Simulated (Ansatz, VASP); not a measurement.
One calculation of CuNi2, two programs

```
Cu Ni
1.0
     2.50127    0.00000    0.00000
    -1.25064    2.16616    0.00000
     0.00000    0.00000   12.43731
Cu Ni
2 4
Cartesian
  0.0000 1.4441 1.0799
  1.2506 0.7221 11.3574
  0.0000 1.4441 9.2639
  0.0000 1.4441 5.2048
  1.2506 0.7221 3.1734
  1.2506 0.7221 7.2325
```

Alike in both runs: functional PBE; k mesh 6 × 6 × 2; occupations gaussian, width 0.1 eV; collinear spin.

Ansatz relaxed the structure, and its values are those at the end. VASP's run is a single point on that final structure, the one shown.

```csv
,VASP,Ansatz
version,VASP 6.6.1,Ansatz 0.2.0
potentials or method,"VASP PAW PBE potentials, release 64 (Cu, Ni), cutoff 520 eV","scalar-relativistic, plane waves, PAW"
valence electrons in the cell,62,110
```

|  | VASP | Ansatz | Ansatz less VASP |
| --- | --- | --- | --- |
| gap on the k mesh at the Fermi level (eV) | none | none | - |
| pressure (GPa) | 0.2 | 0.0 | -0.18 |
| rms of the force components (eV/Å) | 0.004 | 0.002 | -0.0020 |
| net moment per atom (μB) | 0.36 | 0.36 | 0.000 |
| size of the moment on the site where the two differ most (μB) | 0.68 | 0.71 | +0.029 |

Site moments also hang on the region over which each program counts them. A gap of «none» marks a metal or a gap that the smearing closes. VASP's potentials hold 62 valence electrons a cell and Ansatz's 110, so a difference there can come from the potentials and not from the codes.

The k mesh is coarse, so the values compare programs but aren't converged.
